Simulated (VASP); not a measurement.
**ZrSi2: relaxation of shape and atoms at fixed volume with PBE+D4**

The system is ZrSi2.

```
CELL_PARAMETERS angstrom
1.82165 -7.16588 0.00000
1.82165 7.16588 0.00000
0.00000 0.00000 3.60967
ATOMIC_POSITIONS crystal
Zr 0.60425 0.39575 0.25000
Zr 0.39575 0.60425 0.75000
Si 0.94550 0.05450 0.25000
Si 0.05450 0.94550 0.75000
Si 0.24999 0.75001 0.25000
Si 0.75001 0.24999 0.75000
```

- Program: VASP 6.6.1
- Task: relaxation of shape and atoms at fixed volume
- Functional: PBE
- Dispersion: D4
- Potentials or basis: VASP PAW PBE potentials, release 64 (Zr_sv, Si)
- Cutoff: 600 eV
- k mesh: 6 × 6 × 6
- Occupations: gaussian, width 0.05 eV
- Spin: no spin polarisation
- Dipole correction: no
- Further INCAR settings: ALGO = Normal; EDIFF = 1e-07; IBRION = 2; EDIFFG = -0.01; NSW = 60; ISIF = 4

The energy gained by relaxing is 0.1 meV/atom and the ionic steps are 4. The pressure after relaxing is 5.8 GPa. The largest force after relaxing is 0.004 eV/Å. The band gap on the k mesh is zero (bands 20 and 21 overlap by 1.02 eV) and the dispersion energy per atom is -0.379 eV.

Forces on the atoms (eV/Å):
```
Zr   0.000 -0.003  0.000
Zr   0.000  0.003  0.000
Si   0.000  0.004  0.000
Si   0.000 -0.004  0.000
Si   0.000  0.000  0.000
Si   0.000  0.000  0.000
```

Step by step:
| step | energy change (eV) | largest force (eV/Å) | pressure (GPa) | volume (Å³) |
| --- | --- | --- | --- | --- |
| 1 | 0.0000 | 0.0525 | 5.93 | 94.24 |
| 2 | -0.0005 | 0.0323 | 5.86 | 94.24 |
| 3 | -0.0006 | 0.0221 | 5.82 | 94.24 |
| 4 | -0.0007 | 0.0042 | 5.80 | 94.24 |

Final structure:
```
Zr Si
1.0
     1.82304   -7.14869    0.00000
     1.82304    7.14869    0.00000
     0.00000    0.00000    3.61559
Zr Si
2 4
Direct
  0.60404 0.39596 0.25000
  0.39596 0.60404 0.75000
  0.94509 0.05491 0.25000
  0.05491 0.94509 0.75000
  0.24998 0.75002 0.25000
  0.75002 0.24998 0.75000
```

Levels at points of the mesh, in eV from the Fermi level:
```csv
k point,band 18,band 19,band 20,band 21,band 22,band 23
"(0.00, 0.00, 0.00)",-2.47,-2.45,0.04,0.95,1.30,1.46
"(0.50, 0.00, 0.00)",-1.76,-0.99,-0.63,-0.58,0.95,1.00
"(0.50, 0.50, 0.00)",-2.03,-1.55,0.44,0.85,1.09,1.35
"(0.00, 0.00, 0.50)",-2.14,-0.18,-0.18,0.24,0.24,1.53
"(0.50, 0.00, 0.50)",-3.32,-2.38,-2.38,2.25,2.25,3.15
"(0.50, 0.50, 0.50)",-2.52,-1.10,-1.10,0.07,0.07,2.31
```

Wall time 4.1 min on 1 thread of Intel(R) Xeon(R) 6975P-C (Granite Rapids) (shared host), peak memory 0.4 GiB.
